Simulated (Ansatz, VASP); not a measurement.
# Two plane-wave programs on EuO

```
Eu O
1.0
     0.00000    2.53095    2.53095
     2.53095    0.00000    2.53095
     2.53095    2.53095    0.00000
Eu O
1 1
Direct
  0.00000 0.00000 0.00000
  0.50000 0.50000 0.50000
```

Alike in both runs: functional PBE; k mesh 18 × 18 × 18; occupations gaussian, width 0.1 eV; collinear spin.

Ansatz relaxed the structure, and its values are those at the end. VASP's run is a single point on that final structure, the one shown.

|  | VASP | Ansatz |
| --- | --- | --- |
| version | VASP 6.6.1 | Ansatz 0.2.0 |
| potentials or method | VASP PAW PBE potentials, release 64 (Eu, O), cutoff 600 eV | scalar-relativistic, plane waves, PAW |
| valence electrons in the cell | 23 | 23 |

Ansatz gave:

| Item | Value |
| --- | --- |
| gap on the k mesh at the Fermi level (eV) | none |
| pressure (GPa) | 0.0 |
| net moment per atom (μB) | 3.48 |
| size of the moment on the site where the two differ most (μB) | 0.08 |

Question: Which values does VASP return?

Answer: gap on the k mesh at the Fermi level (eV): none; pressure (GPa): -0.2; net moment per atom (μB): 3.47; size of the moment on the site where the two differ most (μB): 0.10.

Site moments also hang on the region over which each program counts them. A gap of «none» marks a metal or a gap that the smearing closes. Ansatz's warnings: given moment on shells.

Neither program's run includes spin-orbit coupling.
